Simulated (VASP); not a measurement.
A run of VASP 6.6.1 is set up as follows.

INCAR

```
  PREC = Accurate
  ENCUT = 600
  EDIFF = 1E-6
  ISMEAR = 0
  SIGMA = 0.1
  LREAL = False
  LASPH = True
  NELM = 120
  ALGO = Normal
  ISIF = 2
  LWAVE = False
  LCHARG = True
  GGA = PS
  IVDW = 12
  LELF = True
  LVHAR = True
  NBANDS = 11
  GGA_COMPAT = False
```

File KPOINTS:

```
Automatic mesh
0
Gamma
  21 21 6
```

The input POSCAR:

```
C
1.0
    2.4576582504      0.0000000000      0.0000000000
   -1.2288291252      2.1283944787      0.0000000000
    0.0000000000      0.0000000000      3.5294825081
C
2
Direct
    0.3333333333      0.6666666667      0.0000000000
    0.6666666667      0.3333333333      0.0000000000
```

Potentials or basis: VASP PAW PBE potentials, release 64 (C).

The run is started by

```console
$ cat potpaw_PBE.64/C/POTCAR > POTCAR
$ mpirun -np 1 vasp_std > vasp.out
```

Task: Predict the pressure.

Result: 0.3 GPa.

Task: Estimate the dispersion energy per atom.

Result: -0.105 eV.

Task: What does it give for the band gap on the k mesh?

Result: Zero (band 4 reaches 4.76 eV, above the bottom of band 5 at 3.75 eV).

Stress tensor (GPa, compression positive):
```
 0.61  0.00  0.00
 0.00  0.61  0.00
 0.00  0.00 -0.33
```

Caveat: the PAW data sets were made with another functional, which shifts forces and pressure a little.
